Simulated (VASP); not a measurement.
Input of a VASP 6.6.1 run:

File POSCAR:

```
Ga
1.0
    2.7660252371      0.0000000000      0.0000000000
    0.0000000000      2.7660252371      0.0000000000
    0.0000000000      0.0000000000      2.7660252371
Ga
1
Direct
    0.0000000000      0.0000000000      0.0000000000
```

Contents of INCAR.step1:

```
SYSTEM = Ga
PREC     = Accurate       ! precision mode
ENCUT    = 600            ! plane-wave cutoff, eV
ISMEAR   = -1             ! smearing method
SIGMA    = 0.1            ! smearing width, eV
LREAL    = .False.        ! projectors in reciprocal space
LASPH    = .True.         ! aspherical terms in the spheres
NELM     = 80             ! most SCF steps
GGA      = PE             ! functional
ALGO     = Normal         ! electronic algorithm
EDIFF    = 1E-4           ! SCF threshold, eV
LWAVE    = .True.         ! write WAVECAR
LCHARG   = .False.        ! write CHGCAR
```

The input INCAR.step2:

```
SYSTEM = Ga
PREC     = Accurate       ! precision mode
ENCUT    = 600            ! plane-wave cutoff, eV
EDIFF    = 1E-7           ! SCF threshold, eV
ISMEAR   = -1             ! smearing method
SIGMA    = 0.1            ! smearing width, eV
LREAL    = .False.        ! projectors in reciprocal space
LASPH    = .True.         ! aspherical terms in the spheres
NELM     = 80             ! most SCF steps
ALGO     = Normal         ! electronic algorithm
ISIF     = 3              ! what is computed and relaxed
LWAVE    = .False.        ! write WAVECAR
LCHARG   = .False.        ! write CHGCAR
METAGGA  = R2SCAN         ! meta-GGA
LMIXTAU  = .True.       
IBRION   = 2              ! ionic algorithm
NSW      = 80             ! ionic steps
EDIFFG   = -0.01          ! ionic threshold
ISTART   = 1
```

Contents of KPOINTS:

```
regular mesh
0
Gamma
  11 11 11
  0 0 0
```

Potentials or basis: VASP PAW PBE potentials, release 64 (Ga_d).

The run is started by

```sh
$ cat potpaw_PBE.64/Ga_d/POTCAR > POTCAR
$ cp INCAR.step1 INCAR
$ mpirun -np 1 vasp_std > vasp.out
$ cp INCAR.step2 INCAR
$ mpirun -np 1 vasp_std > vasp.out
```

(1) What does it give for the band gap on the k mesh?

(2) Predict the relaxed cell.

Results:

(1) zero (an odd number of electrons rules out a gap without spin polarisation).

(2) a = 2.671 Å, b = 2.671 Å, c = 2.671 Å, α = 90.00°, β = 90.00°, γ = 90.00°.
